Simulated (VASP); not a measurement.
# FePt (P4/mmm) in VASP: further runs, part 2 of 2

VASP 6.6.1. The steps go on from the part before.

## 3. Electric field gradients, PBE, collinear spin, ferromagnetic start (13.98 Å³/atom)

This run uses another cell than the first one, of 13.98 Å³/atom.

INCAR reads:

```
PREC = Accurate
ENCUT = 520
EDIFF = 1E-8
ISMEAR = -1
SIGMA = 0.05
LREAL = False
LASPH = True
NELM = 150
ALGO = Normal
ISIF = 2
LWAVE = False
LCHARG = False
ISPIN = 2
MAGMOM = 3 0
LORBIT = 11
LMAXMIX = 4
GGA = PE
LEFG = True
NBANDS = 20
```

KPOINTS reads:

```
regular mesh
0
Gamma
  12 12 9
```

POSCAR reads:

```
FePt
1.0
    2.7396787248      0.0000000000      0.0000000000
    0.0000000000      2.7396787248      0.0000000000
    0.0000000000      0.0000000000      3.7245040254
Fe Pt
1 1
Direct
    0.5000000000      0.5000000000      0.5000000000
    0.0000000000      0.0000000000      0.0000000000
```

Potentials or basis: VASP PAW PBE potentials, release 64 (Fe, Pt).

Run with:

```
cat potpaw_PBE.64/Fe/POTCAR potpaw_PBE.64/Pt/POTCAR > POTCAR
mpirun -np 1 vasp_std > vasp.out
```

OUTCAR:

```text
PREC = Accurate
   ENCUT = 520
   EDIFF = 1E-8
   ISMEAR = -1
   LREAL = False
   LASPH = True
   NELM = 150
   ISIF = 2
   ISPIN = 2
   LORBIT = 11
   GGA = PE

 ion  position               nearest neighbor table
   1  0.500  0.500  0.500-   2 2.69   2 2.69   2 2.69   2 2.69   2 2.69   2 2.69   2 2.69   2 2.69

   2  0.000  0.000  0.000-   1 2.69   1 2.69   1 2.69   1 2.69   1 2.69   1 2.69   1 2.69   1 2.69

  LATTYP: Found a simple tetragonal cell.
 ALAT       =     2.7396787248
 C/A-ratio  =     1.3594674411

  Lattice vectors:
[... 1349 lines left out ...]
---------------------------------------------------------------------

 Electric field gradients after diagonalization (V/A^2)
 (convention: |V_zz| > |V_xx| > |V_yy|)
----------------------------------------------------------------------
 ion       V_xx      V_yy      V_zz     asymmetry (V_yy - V_xx)/ V_zz
----------------------------------------------------------------------
   1      -9.339    -9.339    18.678       0.000
   2     -33.297   -33.297    66.594       0.000
----------------------------------------------------------------------

           NMR quadrupolar parameters

 Cq : quadrupolar parameter    Cq=e*Q*V_zz/h
 eta: asymmetry parameters     (V_yy - V_xx)/ V_zz
 Q  : nuclear electric quadrupole moment in mb (millibarn)
----------------------------------------------------------------------
 ion       Cq(MHz)       eta       Q (mb)
----------------------------------------------------------------------
   1       0.045       0.000       1.000
   2       0.161       0.000       1.000
----------------------------------------------------------------------

 total charge

# of ion       s       p       d       tot
------------------------------------------
    1        0.406   0.442   6.112   6.960
    2        0.708   0.648   8.048   9.404
--------------------------------------------------
tot          1.113   1.091  14.160  16.364

 magnetization (x)

# of ion       s       p       d       tot
------------------------------------------
    1        0.006  -0.007   2.953   2.952
    2       -0.026  -0.066   0.432   0.340
--------------------------------------------------
tot         -0.020  -0.073   3.385   3.292
```

OSZICAR:

```text
N       E                     dE             d eps       ncg     rms          rms(c)
DAV:   1     0.976816335942E+02    0.97682E+02   -0.79713E+03 11472   0.975E+02
DAV:   2    -0.120445551634E+02   -0.10973E+03   -0.96925E+02 11504   0.220E+02
[... 10 lines left out ...]
DAV:  13    -0.148078866711E+02   -0.51083E-05   -0.38032E-05 14352   0.996E-02    0.397E-02
DAV:  14    -0.148078835340E+02    0.31372E-05   -0.63272E-06 16108   0.486E-02    0.128E-02
DAV:  15    -0.148078837389E+02   -0.20499E-06   -0.17993E-06 15348   0.257E-02    0.335E-03
DAV:  16    -0.148078838373E+02   -0.98348E-07   -0.23527E-07 16448   0.545E-03    0.143E-03
DAV:  17    -0.148078838780E+02   -0.40659E-07   -0.18150E-08  9524   0.170E-03    0.119E-03
DAV:  18    -0.148078838458E+02    0.32192E-07   -0.15558E-08  7176   0.256E-03    0.220E-04
DAV:  19    -0.148078838440E+02    0.17176E-08   -0.24697E-09  6100   0.547E-04
   1 F= -.14807884E+02 E0= -.14801754E+02  d E =-.122591E-01  mag=     3.3126
```

Wall time 4.3 min (1 thread of Intel Xeon 8259CL, shared host); peak memory 0.24 GiB.

Results:

- Free energy: -14.8079 eV
- Pressure: 0.4 GPa
- Net moment: 3.31 μB per cell
- Site moments: Fe +2.95; Pt +0.34 μB
- Largest electric field gradient by atom: Fe +18.7; Pt +66.6 V/Å²
- Valence electrons inside the program's atomic spheres: Fe 6.96; Pt 9.40

Levels at points of the mesh, in eV from the Fermi level:
Spin up:
```
           k point  band 9  band 10  band 11  band 12  band 13  band 14
(0.00, 0.00, 0.00)   -0.54    -0.42    -0.42     2.35     9.71    11.53
(0.50, 0.00, 0.00)   -2.17    -1.61     0.08     1.95    10.43    10.50
(0.50, 0.50, 0.00)   -0.50     0.50     1.59     1.59     7.41     9.84
```
Spin down:
| k point | band 5 | band 6 | band 7 | band 8 | band 9 | band 10 | band 11 | band 12 |
| --- | --- | --- | --- | --- | --- | --- | --- | --- |
| (0.00, 0.00, 0.00) | -2.32 | -0.77 | -0.73 | 0.62 | 1.67 | 1.67 | 1.68 | 2.54 |
| (0.50, 0.00, 0.00) | -2.41 | -1.35 | -1.11 | -0.83 | 0.55 | 0.71 | 2.29 | 2.53 |
| (0.50, 0.50, 0.00) | 0.89 | 1.23 | 1.64 | 1.71 | 1.72 | 1.72 | 1.75 | 1.75 |

Electric field gradients, principal values (V/Å²):
| atom | least | middle | greatest (by size) |
| --- | --- | --- | --- |
| 1 Fe | -9.339 | -9.339 | 18.678 |
| 2 Pt | -33.297 | -33.297 | 66.594 |

Caveat: without QUAD_EFG the Cq values of the log hold for a quadrupole moment of 1 mb, not for the nuclei; spin-orbit coupling is left out, which moves the levels of the heavy elements.

## 4. Electric field gradients, PBE, collinear spin, ferromagnetic start (14.53 Å³/atom)

This run uses another cell than the first one, of 14.53 Å³/atom.

INCAR reads:

```
  PREC = Accurate
  ENCUT = 520
  EDIFF = 1E-8
  ISMEAR = -1
  SIGMA = 0.05
  LREAL = False
  LASPH = True
  NELM = 150
  ALGO = Normal
  ISIF = 2
  LWAVE = False
  LCHARG = False
  ISPIN = 2
  MAGMOM = 3 0
  LORBIT = 11
  LMAXMIX = 4
  GGA = PE
  LEFG = True
  NBANDS = 20
```

KPOINTS reads:

```
Automatic mesh
0
Gamma
  12 12 9
```

POSCAR reads:

```
FePt
1.0
    2.7750333174      0.0000000000      0.0000000000
    0.0000000000      2.7750333174      0.0000000000
    0.0000000000      0.0000000000      3.7725674430
Fe Pt
1 1
Direct
    0.5000000000      0.5000000000      0.5000000000
    0.0000000000      0.0000000000      0.0000000000
```

Potentials or basis: VASP PAW PBE potentials, release 64 (Fe, Pt).

Run with:

```
cat potpaw_PBE.64/Fe/POTCAR potpaw_PBE.64/Pt/POTCAR > POTCAR
mpirun -np 1 vasp_std > vasp.out
```

OUTCAR:

```text
PREC = Accurate
   ENCUT = 520
   EDIFF = 1E-8
   ISMEAR = -1
   LREAL = False
   LASPH = True
   NELM = 150
   ISIF = 2
   ISPIN = 2
   LORBIT = 11
   GGA = PE

 ion  position               nearest neighbor table
   1  0.500  0.500  0.500-   2 2.72   2 2.72   2 2.72   2 2.72   2 2.72   2 2.72   2 2.72   2 2.72

   2  0.000  0.000  0.000-   1 2.72   1 2.72   1 2.72   1 2.72   1 2.72   1 2.72   1 2.72   1 2.72

  LATTYP: Found a simple tetragonal cell.
 ALAT       =     2.7750333174
 C/A-ratio  =     1.3594674411

  Lattice vectors:

 A1 = (   2.7750333174,   0.0000000000,   0.0000000000)
 A2 = (   0.0000000000,   2.7750333174,   0.0000000000)
 A3 = (   0.0000000000,   0.0000000000,   3.7725674430)

Analysis of symmetry for initial positions (statically):
=====================================================================
 Subroutine PRICEL returns:
 Original cell was already a primitive cell.

[... 1325 lines left out ...]
 -----------------------------------------------------------------------------------
    total drift:                                0.000000      0.000000     -0.000000

  FREE ENERGIE OF THE ION-ELECTRON SYSTEM (eV)
  ---------------------------------------------------
  free  energy   TOTEN  =       -14.7855793584 eV

  energy  without entropy=      -14.7728491638  energy(sigma->0) =      -14.77921426

 Electric field gradients (V/A^2)
---------------------------------------------------------------------
 ion       V_xx      V_yy      V_zz      V_xy      V_xz      V_yz
---------------------------------------------------------------------
   1     -10.047   -10.047    20.094     0.000     0.000    -0.000
   2     -33.324   -33.324    66.648     0.000     0.000     0.000
---------------------------------------------------------------------

 Electric field gradients after diagonalization (V/A^2)
 (convention: |V_zz| > |V_xx| > |V_yy|)
----------------------------------------------------------------------
 ion       V_xx      V_yy      V_zz     asymmetry (V_yy - V_xx)/ V_zz
----------------------------------------------------------------------
   1     -10.047   -10.047    20.094       0.000
   2     -33.324   -33.324    66.648       0.000
----------------------------------------------------------------------

           NMR quadrupolar parameters

 Cq : quadrupolar parameter    Cq=e*Q*V_zz/h
 eta: asymmetry parameters     (V_yy - V_xx)/ V_zz
 Q  : nuclear electric quadrupole moment in mb (millibarn)
----------------------------------------------------------------------
 ion       Cq(MHz)       eta       Q (mb)
----------------------------------------------------------------------
   1       0.049       0.000       1.000
   2       0.161       0.000       1.000
----------------------------------------------------------------------

 total charge

# of ion       s       p       d       tot
------------------------------------------
    1        0.393   0.413   6.079   6.885
    2        0.688   0.604   8.028   9.320
--------------------------------------------------
tot          1.082   1.017  14.107  16.205

 magnetization (x)

# of ion       s       p       d       tot
------------------------------------------
    1        0.007  -0.007   3.014   3.014
    2       -0.026  -0.064   0.432   0.342
--------------------------------------------------
tot         -0.019  -0.071   3.446   3.357
```

OSZICAR:

```text
N       E                     dE             d eps       ncg     rms          rms(c)
DAV:   1     0.965257553402E+02    0.96526E+02   -0.79876E+03 11448   0.964E+02
DAV:   2    -0.121129102929E+02   -0.10864E+03   -0.95687E+02 11576   0.217E+02
DAV:   3    -0.161875486205E+02   -0.40746E+01   -0.39357E+01 13056   0.480E+01
DAV:   4    -0.162372541716E+02   -0.49706E-01   -0.49669E-01 12588   0.453E+00
[... 10 lines left out ...]
DAV:  15    -0.147855792314E+02   -0.29302E-06   -0.13390E-06 14292   0.200E-02    0.347E-03
DAV:  16    -0.147855793737E+02   -0.14232E-06   -0.31248E-07 16180   0.796E-03    0.139E-03
DAV:  17    -0.147855793942E+02   -0.20446E-07   -0.30619E-08 12764   0.159E-03    0.964E-04
DAV:  18    -0.147855793567E+02    0.37478E-07   -0.94474E-09  6732   0.185E-03    0.263E-04
DAV:  19    -0.147855793584E+02   -0.17278E-08   -0.20008E-09  6124   0.362E-04
   1 F= -.14785579E+02 E0= -.14779214E+02  d E =-.127302E-01  mag=     3.3708
```

stdout:

```text
POSCAR found type information on POSCAR FePt
 POSCAR found :  2 types and       2 ions
 scaLAPACK will be used
 LDA part: xc-table for (Slater+PW92), standard interpolation
 POSCAR, INCAR and KPOINTS ok, starting setup
 FFT: planning ... GRIDC
 FFT: planning ... GRID_SOFT
 FFT: planning ... GRID
 WAVECAR not read
 entering main loop
ion   1

ion   2
```

Wall time 4.6 min (1 thread of Intel Xeon 8259CL, shared host); peak memory 0.26 GiB.

What came out:

- Free energy: -14.7856 eV
- Pressure: -6.8 GPa
- Net moment: 3.37 μB per cell
- Site moments: Fe +3.01; Pt +0.34 μB
- Largest electric field gradient by atom: Fe +20.1; Pt +66.6 V/Å²
- Valence electrons inside the program's atomic spheres: Fe 6.88; Pt 9.32

Stress tensor (GPa, compression positive):
```
-7.22  0.00  0.00
 0.00 -7.22  0.00
 0.00  0.00 -5.86
```

Electric field gradients, principal values (V/Å²):
```tsv
atom	least	middle	greatest (by size)
1 Fe	-10.047	-10.047	20.094
2 Pt	-33.324	-33.324	66.648
```

Caveat: the cell stands under tension; without QUAD_EFG the Cq values of the log hold for a quadrupole moment of 1 mb, not for the nuclei; spin-orbit coupling is left out, which moves the levels of the heavy elements.

## 5. Summary

| cell | gap on the mesh (eV) | pressure (GPa) | moment (μB) |
| --- | --- | --- | --- |
| a = 2.722, b = 2.722, c = 3.700 Å, 2 atoms | none | 4.7 | 3.28 |
| a = 2.740, b = 2.740, c = 3.725 Å, 2 atoms | none | 0.4 | 3.31 |
| a = 2.775, b = 2.775, c = 3.773 Å, 2 atoms | none | -6.8 | 3.37 |

Alike in all rows: task electric field gradients; level PBE; potentials or basis VASP PAW PBE potentials, release 64 (Fe, Pt); spin collinear, ferromagnetic start; k mesh 12 × 12 × 9; cutoff (eV) 520; smearing fermi-dirac 0.05 eV.

Caveats: spin-orbit coupling is left out, which moves the levels of the heavy elements; the cell stands under pressure (at least some runs); the cell stands under tension (at least some runs).

Absolute energies hang on the potentials; compare differences alone.
